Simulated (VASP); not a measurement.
# TaN (P-6m2) in VASP: a series of runs

Runs on TaN. Level: PBEsol. Tasks: single point.

Program: VASP 6.6.1. These are calculated values, not measurements. Logs are shortened: lines on timing, memory, paths and dates and some standing lists are left out, and cuts for length are marked.

## (1) The cell of the first run

Symmetry: P-6m2, No. 187, hexagonal system. Conventional cell: a = 2.997 Å, b = 2.997 Å, c = 2.727 Å, α = 90.00°, β = 90.00°, γ = 120.00°. Ta (site symmetry -6m2) has 6 N at 2.20 Å and 2 Ta at 2.73 Å within 2.9 Å. Within 2.9 Å of N (site symmetry -6m2) lie 6 Ta at 2.20 Å and 2 N at 2.73 Å.

## (2) Single point, PBEsol

INCAR reads:

```
SYSTEM = TaN
PREC     = Accurate       ! precision mode
ENCUT    = 520            ! plane-wave cutoff, eV
EDIFF    = 1E-7           ! SCF threshold, eV
ISMEAR   = 0              ! smearing method
SIGMA    = 0.15           ! smearing width, eV
LREAL    = .False.        ! projectors in reciprocal space
LASPH    = .True.         ! aspherical terms in the spheres
NELM     = 100            ! most SCF steps
ALGO     = Normal         ! electronic algorithm
ISIF     = 2              ! what is computed and relaxed
LWAVE    = .False.        ! write WAVECAR
LCHARG   = .False.        ! write CHGCAR
GGA      = PS             ! functional
NBANDS   = 15             ! bands
```

KPOINTS reads:

```
regular mesh
0
Gamma
  18 18 16
  0 0 0
```

POSCAR reads:

```
TaN
1.0
    2.9971000000      0.0000000000      0.0000000000
   -1.4985500000      2.5955647377      0.0000000000
    0.0000000000      0.0000000000      2.7272000000
Ta N
1 1
Direct
    0.3333333333      0.6666666667      0.5000000000
    0.0000000000      0.0000000000      0.0000000000
```

Potentials or basis: VASP PAW PBE potentials, release 64 (Ta_pv, N).

The run is started by

```
$ cat potpaw_PBE.64/Ta_pv/POTCAR potpaw_PBE.64/N/POTCAR > POTCAR
$ mpirun -np 1 vasp_std > vasp.out
```

OUTCAR:

```text
SYSTEM = TaN
   PREC = Accurate
   ENCUT = 520
   EDIFF = 1E-7
   ISMEAR = 0
   LREAL = .False.
   LASPH = .True.
   NELM = 100
   ISIF = 2
   GGA = PS

 ion  position               nearest neighbor table
   1  0.333  0.667  0.500-   2 2.20   2 2.20   2 2.20   2 2.20   2 2.20   2 2.20
   2  0.000  0.000  0.000-   1 2.20   1 2.20   1 2.20   1 2.20   1 2.20   1 2.20

  LATTYP: Found a hexagonal cell.
 ALAT       =     2.9971000000
 C/A-ratio  =     0.9099462814

  Lattice vectors:

 A1 = (   2.9971000000,   0.0000000000,   0.0000000000)
 A2 = (  -1.4985500000,   2.5955647377,   0.0000000000)
 A3 = (   0.0000000000,   0.0000000000,   2.7272000000)

Analysis of symmetry for initial positions (statically):
=====================================================================
 Subroutine PRICEL returns:
 Original cell was already a primitive cell.

 Routine SETGRP: Setting up the symmetry group for a
 hexagonal supercell.

 Subroutine GETGRP returns: Found 12 space group operations
 (whereof 12 operations were pure point group operations)
 out of a pool of 24 trial point group operations.

The static configuration has the point symmetry D_3h.

Analysis of symmetry for dynamics (positions and initial velocities):
=====================================================================
 Subroutine PRICEL returns:
 Original cell was already a primitive cell.

 Routine SETGRP: Setting up the symmetry group for a
 hexagonal supercell.

 Subroutine GETGRP returns: Found 12 space group operations
 (whereof 12 operations were pure point group operations)
 out of a pool of 24 trial point group operations.

The dynamic configuration has the point symmetry D_3h.

 Subroutine INISYM returns: Found 12 space group operations
 (whereof 12 operations are pure point group operations),
 and found     1 'primitive' translations

----------------------------------------------------------------------------------------

                                     Primitive cell

  volume of cell :      21.2153

  direct lattice vectors                    reciprocal lattice vectors
     2.997100000  0.000000000  0.000000000     0.333655867  0.192636305  0.000000000
    -1.498550000  2.595564738  0.000000000     0.000000000  0.385272610  0.000000000
     0.000000000  0.000000000  2.727200000     0.000000000  0.000000000  0.366676445

  length of vectors
     2.997100000  2.997100000  2.727200000     0.385272610  0.385272610  0.366676445
[... 85 lines left out ...]
   IBRION =     -1    ionic relax: 0-MD 1-quasi-New 2-CG
   NFREE  =      0    steps in history (QN), initial steepest desc. (CG)
   ISIF   =      2    stress and relaxation
   ISYM   =      2    0-nonsym 1-usesym 2-fastsym
   POTIM  = 0.5000    time-step for ionic-motion
   TEBEG  =    0.0;   TEEND  =   0.0 temperature during run
   PSTRESS=    0.0 pullay stress
   NELECT =      16.0000    total number of electrons
   NUPDOWN=      -1.0000    fix difference up-down
   EMIN   =  10.00;   EMAX   =-10.00  energy-range for DOS
   EFERMI =   0.00;   METHOD = LEGACY
   ISMEAR =     0;   SIGMA  =   0.15  broadening in eV -4-tet -1-fermi 0-gaus
   EFERMI_NEDOS =   21; number of points for ismear=-14 and -15
   IALGO  =     38    algorithm
   IMIX   =      4    mixing-type and parameters
     AMIX     =   0.40;   BMIX     =  1.00
     AMIX_MAG =   1.60;   BMIX_MAG =  1.00
  volume/ion in A,a.u.               =      10.61        71.58
  Fermi-wavevector in a.u.,A,eV,Ry     =   1.490155  2.815985 30.212582  2.220562
  Thomas-Fermi vector in A             =   2.602973
   LORBIT       =      0    0 simple, 1 ext, 2 COOP (PROOUT), +10 PAW based schemes
   GGA     = PS    functional components
   LHFCALC =     F    Hartree Fock is set to
   AEXX    =    0.0000 exact exchange contribution
   IVDW    =     0    specifies the selected vdW correction
   LEPSILON=     F    determine dielectric tensor
   LRPA    =     F    only Hartree local field effects (RPA)
 non-spin polarized calculation
 Gauss-broadening in eV      SIGMA  =   0.15
  energy-cutoff  :      520.00
  volume of cell :       21.22
 maximum number of plane-waves:       588
 NGX is ok and might be reduce to    24

 number of electron      16.0000000 magnetization

 Free energy of the ion-electron system (eV)
  ---------------------------------------------------
  ext. energy  EPLUGINS =         0.00000000
  ---------------------------------------------------
  free energy    TOTEN  =       -23.63146486 eV

  energy without entropy =      -23.63016167  energy(sigma->0) =      -23.63081326

 E-fermi :   8.2806     XC(G=0): -13.5757

 val. band max:        8.2562574859   @ k =   0.0000   0.0000   0.5000
 cond. band min:       8.3245304199   @ k =   0.0556  -0.0000   0.3750
 fundamental gap:      0.0682729340
 Fermi energy:         8.2806080936

 k-point     1 :       0.0000    0.0000    0.0000
  band No.  band energies     occupation
      1     -26.2844      2.00000
      2     -26.2844      2.00000
      3     -26.2199      2.00000
      4      -9.6566      2.00000
      5       3.0590      2.00000
      6       3.0590      2.00000
      7       4.0567      2.00000
      8       5.8768      2.00000
      9      10.0494      0.00000
     10      12.3675      0.00000
     11      12.3675      0.00000
     12      12.5820      0.00000
     13      12.5820      0.00000
     14      21.5514      0.00000
[... 401 lines left out ...]
      2     -26.5528      2.00000
      3     -26.1062      2.00000
      4      -7.4196      2.00000
      5      -0.0342      2.00000
      6       3.7500      2.00000
      7       3.7974      2.00000
      8       5.7184      2.00000
      9      10.8834      0.00000
     10      11.1831      0.00000
     11      12.6683      0.00000
     12      14.6902      0.00000
     13      17.0672      0.00000
     14      20.2691      0.00000
     15      21.7659      0.00000

 [... further k-points ...]
[... 5 lines left out ...]
  --------------------------------------------------------------------------------------
  -------------------------------------------------------------------------------------
  Total       -1.6237356     -1.6237356      5.2990577      0.0000000      0.0000000      0.0000000
  in kB     -122.6240951   -122.6240951    400.1834652      0.0000000      0.0000000      0.0000000
  external PRESSURE =      51.6450917 kB  Pullay stress =       0.0000000 kB

 VOLUME and BASIS-vectors are now :
 -----------------------------------------------------------------------------
  energy-cutoff  :      520.00
  volume of cell :       21.22
      direct lattice vectors                 reciprocal lattice vectors
     2.997100000  0.000000000  0.000000000     0.333655867  0.192636305  0.000000000
    -1.498550000  2.595564738  0.000000000     0.000000000  0.385272610  0.000000000
     0.000000000  0.000000000  2.727200000     0.000000000  0.000000000  0.366676445

 POSITION                                       TOTAL-FORCE (eV/Angst)
 -----------------------------------------------------------------------------------
     -0.00000      1.73038      1.36360        -0.000000      0.000000      0.000000
      0.00000      0.00000      0.00000         0.000000      0.000000      0.000000
 -----------------------------------------------------------------------------------
    total drift:                                0.000000     -0.000000     -0.000000

  FREE ENERGIE OF THE ION-ELECTRON SYSTEM (eV)
  ---------------------------------------------------
  free  energy   TOTEN  =       -23.6314648598 eV

  energy  without entropy=      -23.6301616682  energy(sigma->0) =      -23.63081326
```

OSZICAR:

```text
N       E                     dE             d eps       ncg     rms          rms(c)
DAV:   1     0.903282261818E+02    0.90328E+02   -0.87125E+03  9990   0.113E+03
DAV:   2    -0.231063225300E+02   -0.11343E+03   -0.10678E+03 12055   0.307E+02
DAV:   3    -0.259382005890E+02   -0.28319E+01   -0.28186E+01 11579   0.451E+01
DAV:   4    -0.259495723066E+02   -0.11372E-01   -0.11368E-01 13007   0.311E+00
DAV:   5    -0.259496390174E+02   -0.66711E-04   -0.66708E-04 11565   0.222E-01    0.250E+01
DAV:   6    -0.237254259266E+02    0.22242E+01   -0.34684E+00 12717   0.224E+01    0.108E+01
DAV:   7    -0.236652071481E+02    0.60219E-01   -0.48941E-01 11460   0.565E+00    0.729E+00
DAV:   8    -0.236387519670E+02    0.26455E-01   -0.14035E-01 11894   0.307E+00    0.158E+00
DAV:   9    -0.236315725153E+02    0.71795E-02   -0.14420E-02 11054   0.981E-01    0.174E-01
DAV:  10    -0.236315321911E+02    0.40324E-04   -0.10055E-03 12405   0.367E-01    0.996E-02
DAV:  11    -0.236314646126E+02    0.67579E-04   -0.11500E-04 11824   0.108E-01    0.117E-02
DAV:  12    -0.236314648774E+02   -0.26481E-06   -0.11568E-05 10928   0.327E-02    0.538E-03
DAV:  13    -0.236314648598E+02    0.17603E-07   -0.92067E-08  9342   0.304E-03
   1 F= -.23631465E+02 E0= -.23630813E+02  d E =-.130319E-02
```

It took 24 s on 1 thread of Intel Xeon 6975P-C (Granite Rapids), shared host; peak memory 0.22 GiB.

Results:

```
Free energy            : -23.6315 eV
Pressure               : 5.2 GPa
Band gap on the k mesh : zero (band 8 reaches 8.46 eV, above the bottom of band 9 at 8.23 eV)
```

Stress tensor (GPa, compression positive):
```
-12.26   0.00   0.00
  0.00 -12.26   0.00
  0.00   0.00  40.02
```

Caveat: the PAW data sets were made with another functional, which shifts forces and pressure a little; spin-orbit coupling is left out, which moves the levels of the heavy elements.

## (3) Single point, PBEsol

This run uses another cell than the first one, of the same volume but with other edges.

INCAR reads:

```
SYSTEM = TaN
PREC     = Accurate       ! precision mode
ENCUT    = 520            ! plane-wave cutoff, eV
EDIFF    = 1E-7           ! SCF threshold, eV
ISMEAR   = 0              ! smearing method
SIGMA    = 0.15           ! smearing width, eV
LREAL    = .FALSE.        ! projectors in reciprocal space
LASPH    = .TRUE.         ! aspherical terms in the spheres
NELM     = 100            ! most SCF steps
ALGO     = Normal         ! electronic algorithm
ISIF     = 2              ! what is computed and relaxed
LWAVE    = .FALSE.        ! write WAVECAR
LCHARG   = .TRUE.         ! write CHGCAR
GGA      = PS             ! functional
LELF     = .TRUE.         ! ELF
LVHAR    = .TRUE.       
NBANDS   = 15             ! bands
```

KPOINTS reads:

```
regular mesh
0
G
  18 18 16
  0 0 0
```

POSCAR reads:

```
TaN
1.0
    2.8509000000      0.0000000000      0.0000000000
   -1.4254500000      2.4689518237      0.0000000000
    0.0000000000      0.0000000000      3.0143000000
Ta N
1 1
Direct
    0.3333333333      0.6666666667      0.5000000000
    0.0000000000      0.0000000000      0.0000000000
```

Potentials or basis: VASP PAW PBE potentials, release 64 (Ta_pv, N).

The run is started by

```
$ cat potpaw_PBE.64/Ta_pv/POTCAR potpaw_PBE.64/N/POTCAR > POTCAR
$ mpirun -np 1 vasp_std > vasp.out
```

Run time: 31 s. Hardware: 1 thread of Intel Xeon 6975P-C (Granite Rapids), shared host; peak memory 0.23 GiB.

The run converged. Its results:

```
Free energy            : -23.6501 eV
Pressure               : 0.6 GPa
Band gap on the k mesh : zero (band 8 reaches 8.52 eV, above the bottom of band 9 at 8.04 eV)
```

Stress tensor (GPa, compression positive):
```
 16.42   0.00   0.00
  0.00  16.42   0.00
  0.00   0.00 -31.11
```

Levels at points of the mesh, in eV from the Fermi level:
```csv
k point,band 4,band 5,band 6,band 7,band 8,band 9,band 10,band 11,band 12,band 13
"(0.00, 0.00, 0.00)",-17.68,-4.52,-3.93,-3.93,-3.26,3.09,3.31,3.31,4.05,4.05
"(0.50, 0.00, 0.00)",-15.11,-8.20,-5.79,-3.62,-2.69,2.84,4.81,4.93,6.03,7.37
"(0.00, 0.00, 0.50)",-15.14,-9.46,-3.05,-3.05,-0.13,-0.13,1.39,3.91,3.91,8.80
"(0.50, 0.00, 0.50)",-15.58,-7.30,-6.26,-5.14,-0.55,4.25,5.52,6.03,7.34,10.34
```

Caveat: the PAW data sets were made with another functional, which shifts forces and pressure a little; spin-orbit coupling is left out, which moves the levels of the heavy elements.
